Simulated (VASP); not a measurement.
# SrO (Immm) in VASP: further runs, part 2 of 2

VASP 6.6.1. Earlier steps stand in the parts before.

## 4. Single point, r2SCAN (strain -0.0200 x Voigt [0, 0, 0, 0, 1, 0])

File POSCAR:

```
SrO
1.0
   -0.0256980000      2.5698000000      2.5698000000
    2.5441020000      0.0000000000      2.5441020000
    2.5698000000      2.5698000000     -0.0256980000
Sr O
1 1
Direct
    0.0000000000      0.0000000000      0.0000000000
    0.5000000000      0.5000000000      0.5000000000
```

File INCAR.step1:

```
ALGO = Normal
EDIFF = 1E-4
ENCUT = 520
GGA = PE
ISMEAR = 0
LASPH = T
LCHARG = F
LREAL = F
LWAVE = T
NBANDS = 15
NELM = 100
PREC = Accurate
SIGMA = 0.05
```

File INCAR.step2:

```
ALGO = Normal
EDIFF = 1E-6
ENCUT = 520
ISIF = 2
ISMEAR = 0
ISTART = 1
LASPH = T
LCHARG = F
LMIXTAU = T
LREAL = F
LWAVE = F
METAGGA = R2SCAN
NBANDS = 15
NELM = 100
PREC = Accurate
SIGMA = 0.05
```

File KPOINTS:

```
k-points
0
Gamma
  8 8 8
```

Potentials or basis: VASP PAW PBE potentials, release 64 (Sr_sv, O).

Command:

```
$ cat potpaw_PBE.64/Sr_sv/POTCAR potpaw_PBE.64/O/POTCAR > POTCAR
$ cp INCAR.step1 INCAR
$ mpirun -np 1 vasp_std > vasp.out
$ cp INCAR.step2 INCAR
$ mpirun -np 1 vasp_std > vasp.out
```

OUTCAR:

```text
EDIFF = 1E-6
   ENCUT = 520
   ISIF = 2
   ISMEAR = 0
   ISTART = 1
   LASPH = T
   LREAL = F
   METAGGA = R2SCAN
   NELM = 100
   PREC = Accurate

 ion  position               nearest neighbor table
   1  0.000  0.000  0.000-   2 2.57   2 2.57   2 2.57   2 2.57   2 2.57   2 2.57
   2  0.500  0.500  0.500-   1 2.57   1 2.57   1 2.57   1 2.57   1 2.57   1 2.57

  LATTYP: Found a body centered orthorhombic cell.
 ALAT       =     3.5979035525
 B/A-ratio  =     1.0202020202
 C/A-ratio  =     1.4284985479

  Lattice vectors:

 A1 = (   2.5698000000,  -2.5698000000,  -0.0256980000)
 A2 = (  -2.5698000000,  -2.5698000000,   0.0256980000)
 A3 = (   0.0256980000,   2.5698000000,  -2.5698000000)

Analysis of symmetry for initial positions (statically):
=====================================================================
 Subroutine PRICEL returns:
 Original cell was already a primitive cell.

 Routine SETGRP: Setting up the symmetry group for a
 body centered orthorhombic supercell.

 Subroutine GETGRP returns: Found  8 space group operations
 (whereof  8 operations were pure point group operations)
 out of a pool of  8 trial point group operations.

The static configuration has the point symmetry D_2h.

Analysis of symmetry for dynamics (positions and initial velocities):
=====================================================================
 Subroutine PRICEL returns:
 Original cell was already a primitive cell.

 Routine SETGRP: Setting up the symmetry group for a
 body centered orthorhombic supercell.

 Subroutine GETGRP returns: Found  8 space group operations
 (whereof  8 operations were pure point group operations)
 out of a pool of  8 trial point group operations.

The dynamic configuration has the point symmetry D_2h.

 Subroutine INISYM returns: Found  8 space group operations
 (whereof  8 operations are pure point group operations),
 and found     1 'primitive' translations

----------------------------------------------------------------------------------------

                                     Primitive cell
[... 116 lines left out ...]
   METAGGA = R2SCAN    functional components
   LHFCALC =     F    Hartree Fock is set to
   AEXX    =    0.0000 exact exchange contribution
   IVDW    =     0    specifies the selected vdW correction
   LEPSILON=     F    determine dielectric tensor
   LRPA    =     F    only Hartree local field effects (RPA)
 non-spin polarized calculation
 Gauss-broadening in eV      SIGMA  =   0.05
  energy-cutoff  :      520.00
  volume of cell :       33.94
 maximum number of plane-waves:       930
   NGX = 13   NGY = 13   NGZ = 13

 number of electron      15.9999997 magnetization

 Free energy of the ion-electron system (eV)
  ---------------------------------------------------
  ext. energy  EPLUGINS =         0.00000000
  ---------------------------------------------------
  free energy    TOTEN  =       -27.05022797 eV

  energy without entropy =      -27.05022797  energy(sigma->0) =      -27.05022797

 E-fermi :   1.5887     XC(G=0): -10.5940

 val. band max:        1.3725673666   @ k =   0.0000   0.0000   0.0000
 cond. band min:       5.0899827821   @ k =   0.5000   0.0000   0.5000
 fundamental gap:      3.7174154155
 Fermi energy:         1.5887001509

 k-point     1 :       0.0000    0.0000    0.0000
  band No.  band energies     occupation
      1     -32.1193      2.00000
      2     -14.6800      2.00000
      3     -13.1442      2.00000
      4     -13.1409      2.00000
      5     -13.1364      2.00000
      6       1.3294      2.00000
      7       1.3494      2.00000
      8       1.3726      2.00000
      9       6.0171      0.00000
     10       8.0046      0.00000
     11       8.1280      0.00000
     12       8.2568      0.00000
     13      10.4574      0.00000
     14      10.4582      0.00000
[... 401 lines left out ...]
      2     -15.4016      2.00000
      3     -13.3980      2.00000
      4     -13.3739      2.00000
      5     -12.8580      2.00000
      6       0.0914      2.00000
      7       0.9443      2.00000
      8       1.0495      2.00000
      9       6.1283      0.00000
     10       9.0068      0.00000
     11      11.1595      0.00000
     12      11.3628      0.00000
     13      12.0594      0.00000
     14      13.0326      0.00000
     15      18.4678      0.00000

 [... further k-points ...]
[... 5 lines left out ...]
  --------------------------------------------------------------------------------------
  -------------------------------------------------------------------------------------
  Total        0.3583072      0.3525025      0.3583072     -0.0000000      0.0000000      0.2339299
  in kB       16.9153728     16.6413370     16.9153728     -0.0000000      0.0000000     11.0436260
  external PRESSURE =      16.8240275 kB  Pullay stress =       0.0000000 kB

 VOLUME and BASIS-vectors are now :
 -----------------------------------------------------------------------------
  energy-cutoff  :      520.00
  volume of cell :       33.94
      direct lattice vectors                 reciprocal lattice vectors
    -0.025698000  2.569800000  2.569800000    -0.192641258  0.194567671  0.192641258
     2.544102000  0.000000000  2.544102000     0.196533001 -0.194567671  0.196533001
     2.569800000  2.569800000 -0.025698000     0.192641258  0.194567671 -0.192641258

 POSITION                                       TOTAL-FORCE (eV/Angst)
 -----------------------------------------------------------------------------------
      0.00000      0.00000      0.00000         0.000000     -0.000000      0.000000
      2.54410      2.56980      2.54410         0.000000      0.000000     -0.000000
 -----------------------------------------------------------------------------------
    total drift:                                0.000000      0.000000      0.000000

  FREE ENERGIE OF THE ION-ELECTRON SYSTEM (eV)
  ---------------------------------------------------
  free  energy   TOTEN  =       -27.0502279729 eV

  energy  without entropy=      -27.0502279729  energy(sigma->0) =      -27.05022797
```

OSZICAR.step1:

```text
N       E                     dE             d eps       ncg     rms          rms(c)
DAV:   1     0.686754389434E+02    0.68675E+02   -0.84163E+03  2850   0.104E+03
DAV:   2    -0.110263287651E+02   -0.79702E+02   -0.73460E+02  3946   0.224E+02
DAV:   3    -0.141793965109E+02   -0.31531E+01   -0.31387E+01  3798   0.398E+01
DAV:   4    -0.142401477686E+02   -0.60751E-01   -0.60746E-01  3614   0.529E+00
DAV:   5    -0.142413005029E+02   -0.11527E-02   -0.11527E-02  3607   0.557E-01    0.165E+01
DAV:   6    -0.121853871065E+02    0.20559E+01   -0.66528E+00  2927   0.195E+01    0.194E+01
DAV:   7    -0.120467534576E+02    0.13863E+00   -0.29330E-01  3361   0.483E+00    0.113E+01
DAV:   8    -0.120359229385E+02    0.10831E-01   -0.11789E-01  3676   0.342E+00    0.443E-01
DAV:   9    -0.120373304432E+02   -0.14075E-02   -0.57178E-03  3604   0.479E-01    0.232E-01
DAV:  10    -0.120377921097E+02   -0.46167E-03   -0.44100E-04  3137   0.196E-01    0.844E-02
DAV:  11    -0.120379347250E+02   -0.14262E-03   -0.13888E-04  3018   0.874E-02    0.275E-02
DAV:  12    -0.120379528023E+02   -0.18077E-04   -0.26723E-05  2244   0.387E-02
   1 F= -.12037953E+02 E0= -.12037953E+02  d E =-.197351E-12
```

It took 2.9 min on 1 thread of Intel Xeon Platinum 8259CL at 2.50GHz (Skylake/Cascade Lake), shared host; peak memory 0.2 GiB.

What came out:

```yaml
Free_energy: -27.0502 eV
Pressure: 1.7 GPa
Band_gap_on_the_k_mesh: 3.72 eV, indirect (least direct gap 3.80 eV)
```

Stress tensor (GPa, compression positive):
```
1.69 0.00 1.10
0.00 1.66 0.00
1.10 0.00 1.69
```

Caveat: the cell differs from its parent crystal (strain -0.0200 x Voigt [0, 0, 0, 0, 1, 0]); the PAW data sets were made with another functional, which shifts forces and pressure a little. A k mesh can miss the band edges.

## 5. Overview

```tsv
cell	gap on the mesh (eV)	pressure (GPa)
a = 3.635, b = 3.562 Å, angles 60.7, 61.3, 60.7°, 2 atoms	3.69	1.7
a = 3.634, b = 3.689 Å, angles 59.5, 59.0, 59.5°, 2 atoms	3.70	1.7
a = 3.634, b = 3.598 Å, angles 60.3, 60.7, 60.3°, 2 atoms	3.72	1.7
```

Alike in all rows: task single point; level r2SCAN; potentials or basis VASP PAW PBE potentials, release 64 (Sr_sv, O); no spin polarisation; k mesh 8 × 8 × 8; cutoff (eV) 520; smearing gaussian 0.05 eV.

Caveats: the PAW data sets were made with another functional, which shifts forces and pressure a little.

Total energies depend on the potentials used, so only differences within one code and one set of settings carry meaning.
